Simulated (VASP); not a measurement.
# Mg5Zn19O24 (P1) in VASP: a series of runs

Runs on Mg5Zn19O24. Level: PBEsol. Tasks: single point.

Everything below comes from runs of VASP 6.6.1. Logs are shortened: lines on timing, memory, paths and dates and some standing lists are left out, and cuts for length are marked.

### Step 1. The cell of the first run

The typed cell holds 96 atoms: a = 9.733 Å, b = 11.239 Å, c = 10.353 Å, α = 90.00°, β = 90.00°, γ = 90.00°.

### Step 2. Single point, PBEsol

File INCAR:

```
PREC = Accurate ; ENCUT = 700
EDIFF = 1E-6 ; ISMEAR = -1
SIGMA = 0.05 ; LREAL = Auto
LASPH = T ; NELM = 120
ALGO = Normal ; ISIF = 2
LWAVE = F ; LCHARG = F
GGA = PS ; NBANDS = 436
ISYM = -1 ; GGA_COMPAT = F
KPAR = 1
```

File KPOINTS:

```
explicit points
1
Reciprocal
  0.25000000   0.25000000   0.25000000 1
```

File POSCAR:

```
Mg5Zn19O24
1.0
    9.7329810000      0.0000000000      0.0000000000
    0.0000000000     11.2386790000      0.0000000000
    0.0000000000      0.0000000000     10.3531590000
Zn Mg O
38 10 48
Direct
    0.1681200000      0.0834990000      0.2483940000
    0.1674110000      0.0845200000      0.7515490000
    0.9998730000      0.3349740000      0.2528100000
    0.0011300000      0.3333780000      0.7488880000
    0.5016090000      0.0837560000      0.2512870000
    0.5024570000      0.0803580000      0.7459990000
    0.3333080000      0.3372440000      0.2484660000
    0.1637630000      0.5864090000      0.2508190000
    0.9976440000      0.8300540000      0.2482790000
    0.8319150000      0.0828460000      0.2500290000
    0.8319190000      0.0844330000      0.7472800000
    0.6629120000      0.3347820000      0.2523660000
    0.4993030000      0.5827850000      0.2478850000
    0.5030660000      0.5826580000      0.7477470000
    0.3330580000      0.8315660000      0.7449930000
    0.8317710000      0.5820620000      0.2512960000
    0.8320790000      0.5859260000      0.7465720000
    0.6680710000      0.8311730000      0.2492090000
    0.6639760000      0.8335280000      0.7471930000
    0.0011950000      0.1651330000      0.4964330000
    0.3355620000      0.1678600000      0.9968010000
    0.1623530000      0.4154900000      0.0022940000
    0.9997240000      0.6665030000      0.0006610000
    0.6651740000      0.1648220000      0.4982010000
    0.6658460000      0.1656700000      0.0000830000
    0.4976880000      0.4139950000      0.4986180000
    0.4992410000      0.4184450000      0.9958620000
    0.3341650000      0.6652700000      0.4960680000
    0.3347960000      0.6677470000      0.9970020000
    0.1643760000      0.9178880000      0.4969740000
    0.1649830000      0.9210870000      0.9979090000
    0.8349630000      0.4163680000      0.4985020000
    0.8329390000      0.4171820000      0.9996510000
    0.6672350000      0.6679520000      0.4987440000
    0.6656630000      0.6659820000      0.0003730000
    0.5003160000      0.9180150000      0.4989560000
    0.5016650000      0.9187780000      0.9980720000
    0.8361860000      0.9178120000      0.9964030000
    0.3321810000      0.3345780000      0.7443350000
    0.1690290000      0.5843550000      0.7457830000
    0.0011190000      0.8365700000      0.7483030000
    0.6668390000      0.3314860000      0.7502400000
    0.3309540000      0.8314190000      0.2480110000
    0.0013740000      0.1667450000      0.9993850000
    0.3345260000      0.1690510000      0.4964390000
    0.1644580000      0.4174670000      0.5009640000
    0.0003700000      0.6646240000      0.4982770000
    0.8334510000      0.9173040000      0.4974040000
    0.9993510000      0.1666680000      0.1893580000
    0.9980030000      0.1676260000      0.6891710000
    0.3328920000      0.1673910000      0.1862310000
    0.3376450000      0.1637370000      0.6927720000
    0.1630180000      0.4139740000      0.1920090000
    0.1668420000      0.4179300000      0.6911540000
    0.0011780000      0.6648620000      0.1860910000
    0.9982140000      0.6623560000      0.6916150000
    0.6654460000      0.1677180000      0.1892510000
    0.6715880000      0.1609200000      0.6914800000
    0.5009060000      0.4185300000      0.1922420000
    0.5031180000      0.4170130000      0.6908310000
    0.3344040000      0.6685460000      0.1873130000
    0.3340550000      0.6684250000      0.6883520000
    0.1644360000      0.9168750000      0.1913140000
    0.1682800000      0.9168050000      0.6893150000
    0.8316730000      0.4143740000      0.1868990000
    0.8302020000      0.4158140000      0.6889270000
    0.6658680000      0.6667360000      0.1883450000
    0.6652610000      0.6657610000      0.6893150000
    0.5001210000      0.9158710000      0.1942130000
    0.5007010000      0.9125190000      0.6900450000
    0.8342300000      0.9162830000      0.1887890000
    0.8326440000      0.9157590000      0.6873160000
    0.1654240000      0.0822980000      0.4415680000
    0.1671520000      0.0841200000      0.9410630000
    0.9952300000      0.3364180000      0.4402240000
    0.0010700000      0.3344780000      0.9388480000
    0.5019750000      0.0803060000      0.4390590000
    0.5032600000      0.0836820000      0.9382150000
    0.3359580000      0.3329630000      0.4410270000
    0.3335820000      0.3351250000      0.9372690000
    0.1655340000      0.5840810000      0.4412840000
    0.1670370000      0.5840740000      0.9364390000
    0.9976540000      0.8339550000      0.4360880000
    0.0028320000      0.8327760000      0.9401770000
    0.8317500000      0.0848580000      0.4448300000
    0.8344760000      0.0840630000      0.9436760000
    0.6684900000      0.3337030000      0.4400380000
    0.6623840000      0.3349840000      0.9359470000
    0.4964920000      0.5840610000      0.4398600000
    0.4999780000      0.5824860000      0.9415890000
    0.3325170000      0.8327030000      0.4385280000
    0.3329790000      0.8326510000      0.9375910000
    0.8317650000      0.5792530000      0.4409460000
    0.8342830000      0.5837800000      0.9410010000
    0.6689400000      0.8317640000      0.4421520000
    0.6671050000      0.8329760000      0.9396820000
```

Potentials or basis: VASP PAW PBE potentials, release 64 (Zn, Mg, O).

Command:

```console
cat potpaw_PBE.64/Zn/POTCAR potpaw_PBE.64/Mg/POTCAR potpaw_PBE.64/O/POTCAR > POTCAR
mpirun -np 4 vasp_std > vasp.out
```

OUTCAR:

```text
PREC = Accurate
   ENCUT = 700
   EDIFF = 1E-6
   ISMEAR = -1
   LREAL = Auto
   LASPH = T
   NELM = 120
   ISIF = 2
   GGA = PS
   ISYM = -1

 ion  position               nearest neighbor table
   1  0.168  0.083  0.248-  63 1.96  51 1.97  49 1.99  73 2.00  45 3.18  44 3.19  43 3.25
   2  0.167  0.085  0.752-  74 1.96  52 1.98  64 1.99  50 2.00  44 3.17  41 3.22  39 3.24  45 3.24

   3  1.000  0.335  0.253-  53 1.93  75 1.94  65 1.99  49 2.00  46 3.17  44 3.23
   4  0.001  0.333  0.749-  50 1.96  54 1.97  76 1.97  66 2.00  46 3.16  44 3.20  39 3.22  42 3.25
                            40 3.26
   5  0.502  0.084  0.251-  77 1.94  57 1.96  69 1.98  51 2.01  45 3.16  43 3.29
   6  0.502  0.080  0.746-  52 1.94  58 1.96  70 1.97  78 1.99  45 3.22  42 3.24  39 3.30
   7  0.333  0.337  0.248-  53 1.96  59 1.96  79 1.99  51 2.01  45 3.19  46 3.22
   8  0.164  0.586  0.251-  55 1.93  81 1.97  61 2.01  53 2.03  47 3.14  43 3.20  46 3.21
   9  0.998  0.830  0.248-  83 1.94  71 1.96  55 1.97  63 1.98  47 3.19  48 3.19  43 3.24
  10  0.832  0.083  0.250-  71 1.98  57 1.98  49 1.98  85 2.02  48 3.17  44 3.22
  11  0.832  0.084  0.747-  58 1.87  50 1.96  72 1.99  86 2.03  48 3.20  42 3.21  44 3.22  41 3.24

  12  0.663  0.335  0.252-  59 1.94  87 1.94  57 1.99  65 1.99
  13  0.499  0.583  0.248-  59 1.93  61 1.97  67 1.97  89 1.99  43 3.24
  14  0.503  0.583  0.748-  68 1.93  60 1.95  62 2.00  90 2.01  42 3.24  39 3.25  40 3.25
  15  0.333  0.832  0.745-  62 1.93  70 1.95  64 1.96  92 1.99  40 3.20  41 3.23
  16  0.832  0.582  0.251-  93 1.96  67 1.98  65 2.00  55 2.01  47 3.18
  17  0.832  0.586  0.747-  56 1.92  68 1.95  66 2.00  94 2.01  47 3.17  41 3.26  40 3.28  42 3.28
[... 91 lines left out ...]
  95  0.669  0.832  0.442-  34 1.93  48 1.95  36 1.99  18 2.00
  96  0.667  0.833  0.940-  37 1.97  35 1.98  38 1.99  19 1.99

IMPORTANT INFORMATION: All symmetrisations will be switched off!
NOSYMM: (Re-)initialisation of all symmetry stuff for point group C_1.

----------------------------------------------------------------------------------------

                                     Primitive cell

  volume of cell :    1132.4891

  direct lattice vectors                    reciprocal lattice vectors
     9.732981000  0.000000000  0.000000000     0.102743445  0.000000000  0.000000000
     0.000000000 11.238679000  0.000000000     0.000000000  0.088978429  0.000000000
     0.000000000  0.000000000 10.353159000     0.000000000  0.000000000  0.096588877

  length of vectors
     9.732981000 11.238679000 10.353159000     0.102743445  0.088978429  0.096588877

  position of ions in fractional coordinates (direct lattice)
     0.168120000  0.083499000  0.248394000
     0.167411000  0.084520000  0.751549000
     0.999873000  0.334974000  0.252810000
     0.001130000  0.333378000  0.748888000
     0.501609000  0.083756000  0.251287000
     0.502457000  0.080358000  0.745999000
[... 88 lines left out ...]
     0.668940000  0.831764000  0.442152000
     0.667105000  0.832976000  0.939682000

  ion indices of the primitive-cell ions
   primitive index   ion index
                 1           1
                 2           2
                 3           3
                 4           4
                 5           5
                 6           6
[... 88 lines left out ...]
                95          95
                96          96

----------------------------------------------------------------------------------------

 KPOINTS: explicit points

Read explicit list of k-points.

 Found      1 k-points:

 Following reciprocal coordinates:
            Coordinates               Weight
  0.250000  0.250000  0.250000      1.000000
   k-points           NKPTS =      1   k-points in BZ     NKDIM =      1   number of bands    NBANDS=    436
   number of dos      NEDOS =    301   number of ions     NIONS =     96
   total plane-waves  NPLWV = 740880
   dimension x,y,z NGX =    84 NGY =   98 NGZ =   90
   dimension x,y,z NGXF=   168 NGYF=  196 NGZF=  180
   ions per type =              38  10  48
[... 21 lines left out ...]
   TEBEG  =    0.0;   TEEND  =   0.0 temperature during run
   PSTRESS=    0.0 pullay stress
   NELECT =     764.0000    total number of electrons
   NUPDOWN=      -1.0000    fix difference up-down
   EMIN   =  10.00;   EMAX   =-10.00  energy-range for DOS
   EFERMI =   0.00;   METHOD = LEGACY
   ISMEAR =    -1;   SIGMA  =   0.05  broadening in eV -4-tet -1-fermi 0-gaus
   EFERMI_NEDOS =   21; number of points for ismear=-14 and -15
   IALGO  =     38    algorithm
   IMIX   =      4    mixing-type and parameters
     AMIX     =   0.40;   BMIX     =  1.00
     AMIX_MAG =   1.60;   BMIX_MAG =  1.00
  volume/ion in A,a.u.               =      11.80        79.61
  Fermi-wavevector in a.u.,A,eV,Ry     =   1.435802  2.713273 28.048790  2.061528
  Thomas-Fermi vector in A             =   2.555061
   LORBIT       =      0    0 simple, 1 ext, 2 COOP (PROOUT), +10 PAW based schemes
   GGA     = PS    functional components
   LHFCALC =     F    Hartree Fock is set to
   AEXX    =    0.0000 exact exchange contribution
   IVDW    =     0    specifies the selected vdW correction
   LEPSILON=     F    determine dielectric tensor
   LRPA    =     F    only Hartree local field effects (RPA)
 non-spin polarized calculation
  energy-cutoff  :      700.00
  volume of cell :     1132.49
 maximum number of plane-waves:     47627
 NGX is ok and might be reduce to    84
   NGX = 41   NGY = 49   NGZ = 45

 number of electron     764.0000058 magnetization

 Free energy of the ion-electron system (eV)
  ---------------------------------------------------
  ext. energy  EPLUGINS =         0.00000000
  ---------------------------------------------------
  free energy    TOTEN  =      -491.36740840 eV

  energy without entropy =     -491.36740840  energy(sigma->0) =     -491.36740840

 E-fermi :   2.1577     XC(G=0): -10.9673

 val. band max:        1.1210424661   @ k =   0.2500   0.2500   0.2500
 cond. band min:       3.1837736351   @ k =   0.2500   0.2500   0.2500
 fundamental gap:      2.0627311691
 Fermi energy:         2.1577337526

 k-point     1 :       0.2500    0.2500    0.2500
  band No.  band energies     occupation
      1     -16.6062      2.00000
      2     -16.4697      2.00000
      3     -16.4363      2.00000
      4     -16.3910      2.00000
      5     -16.3124      2.00000
      6     -16.2826      2.00000
[... 386 lines left out ...]
    393       6.1917      0.00000
    394       6.3002      0.00000
 [bands above 394 left out]

------------------------ aborting loop because EDIFF is reached ----------------------------------------

  FORCE on cell =-STRESS in cart. coord.  units (eV):
  Direction    XX          YY          ZZ          XY          YZ          ZX
  --------------------------------------------------------------------------------------
  -------------------------------------------------------------------------------------
  Total        5.5546017      3.2264239      7.4778745     -1.3707506     -1.1736762      0.5586619
  in kB        7.8583158      4.5645502     10.5792463     -1.9392554     -1.6604464      0.7903611
  external PRESSURE =       7.6673708 kB  Pullay stress =       0.0000000 kB

 VOLUME and BASIS-vectors are now :
 -----------------------------------------------------------------------------
  energy-cutoff  :      700.00
  volume of cell :     1132.49
      direct lattice vectors                 reciprocal lattice vectors
     9.732981000  0.000000000  0.000000000     0.102743445  0.000000000  0.000000000
     0.000000000 11.238679000  0.000000000     0.000000000  0.088978429  0.000000000
     0.000000000  0.000000000 10.353159000     0.000000000  0.000000000  0.096588877

 POSITION                                       TOTAL-FORCE (eV/Angst)
 -----------------------------------------------------------------------------------
      1.63631      0.93842      2.57166        -0.276237     -0.021093     -0.056871
      1.62941      0.94989      7.78091         0.076792     -0.114349     -0.297246
      9.73174      3.76467      2.61738        -0.489698     -0.440584     -0.310287
      0.01100      3.74673      7.75336        -0.278202      0.353524     -0.079000
      4.88215      0.94131      2.60161        -0.121714     -0.151763     -0.492041
      4.89040      0.90312      7.72345         0.044145     -0.124669      0.210189
[... 88 lines left out ...]
      6.51078      9.34793      4.57767        -0.150888      0.249074     -0.236086
      6.49292      9.36155      9.72868         0.078432      0.025732     -0.023715
 -----------------------------------------------------------------------------------
    total drift:                                0.006020     -0.026937      0.026714

  FREE ENERGIE OF THE ION-ELECTRON SYSTEM (eV)
  ---------------------------------------------------
  free  energy   TOTEN  =      -491.3674084016 eV

  energy  without entropy=     -491.3674083962  energy(sigma->0) =     -491.36740840
```

Run time: 7.9 min. Hardware: 4 MPI ranks of Intel Xeon 6975P-C (Granite Rapids), shared host; peak memory 0.66 GiB.

What came out:

```yaml
Free_energy: -491.3674 eV
Pressure: 0.8 GPa
Largest_force: 1.283 eV/Å
Band_gap_on_the_k_mesh: 2.06 eV
```

Forces on the atoms (eV/Å):
```
Zn  -0.276 -0.021 -0.057
Zn   0.077 -0.114 -0.297
Zn  -0.490 -0.441 -0.310
Zn  -0.278  0.354 -0.079
Zn  -0.122 -0.152 -0.492
Zn   0.044 -0.125  0.210
Zn   0.064 -0.299 -0.119
Zn   0.585 -0.300 -0.243
Zn   0.192  0.329 -0.248
Zn   0.130  0.144  0.036
Zn   0.509 -0.670  0.457
Zn   0.356 -0.173 -0.318
Zn  -0.080  0.283  0.104
Zn  -0.363  0.068  0.117
Zn   0.015  0.206  0.282
Zn  -0.038 -0.143 -0.298
Zn   0.021 -0.499  0.328
Zn  -0.143  0.264  0.009
Zn   0.514 -0.122  0.248
Zn  -0.304  0.328  0.103
Zn   0.114  0.104 -0.152
Zn   0.490  0.443 -0.353
Zn   0.229 -0.070 -0.667
Zn   0.152  0.302  0.190
Zn   0.186  0.355 -0.121
Zn   0.598  0.561  0.160
Zn  -0.074 -0.297  0.353
Zn  -0.102  0.407  0.246
Zn  -0.323 -0.160 -0.023
Zn   0.187 -0.399  0.069
Zn   0.285 -0.559  0.261
Zn  -0.527 -0.077  0.446
Zn  -0.168 -0.083 -0.365
Zn  -0.264 -0.375 -0.049
Zn   0.182  0.088 -0.323
Zn  -0.087 -0.639 -0.071
Zn  -0.136 -0.274  0.276
Zn  -0.194 -0.228  0.079
Mg   0.251 -0.199  0.528
Mg  -0.267 -0.030  0.443
Mg  -0.226 -0.542  0.135
Mg   0.132 -0.095 -0.450
Mg   0.150  0.394 -0.004
Mg  -0.148  0.231  0.065
Mg   0.049 -0.783  0.324
Mg   0.102 -0.106 -0.296
Mg  -0.369  0.375  0.156
Mg  -0.073  0.111  0.056
O    0.029  0.070  0.197
O    0.427 -0.138  0.057
O    0.185  0.147  0.522
O   -0.332  0.499 -0.641
O    0.390  0.580  0.121
O    0.096 -0.099 -0.479
O   -0.411 -0.040  0.695
O    0.444  0.842 -0.521
O    0.096  0.038  0.251
O   -0.886  0.859 -0.352
O   -0.246 -0.189 -0.384
O   -0.340 -0.284 -0.165
O   -0.293 -0.427  0.256
O    0.108 -0.515 -0.082
O    0.104 -0.091 -0.135
O   -0.244  0.189 -0.078
O    0.011  0.198  0.462
O    0.274  0.016  0.215
O    0.175 -0.174  0.359
O    0.103  0.222 -0.061
O   -0.059  0.033 -0.352
O   -0.212  0.428 -0.234
O   -0.167  0.025  0.129
O    0.190 -0.005  0.131
O    0.446  0.471 -0.214
O    0.000  0.304 -0.106
O    0.923 -0.514  0.175
O   -0.315 -0.360  0.079
O   -0.425  0.538  0.252
O   -0.325 -0.039 -0.041
O   -0.810  0.031  0.023
O   -0.255 -0.080 -0.005
O   -0.063 -0.305  0.003
O    0.058 -0.181  0.234
O    0.050 -0.402  0.599
O   -0.158  0.119 -0.251
O    0.176 -0.209 -0.540
O    0.064  0.116 -0.422
O   -0.365 -0.228  0.294
O    0.433 -0.298  0.502
O    0.580 -0.339 -0.089
O    0.063  0.281 -0.352
O   -0.025  0.160  0.055
O    0.047  0.433  0.171
O    0.195  0.676 -0.172
O   -0.229 -0.005 -0.192
O   -0.151  0.249 -0.236
O    0.078  0.026 -0.024
```

Caveat: the PAW data sets were made with another functional, which shifts forces and pressure a little; a shifted mesh leaves out Γ, where band edges can lie. A k mesh can miss the band edges.

(Continued in part 2 of 2.)
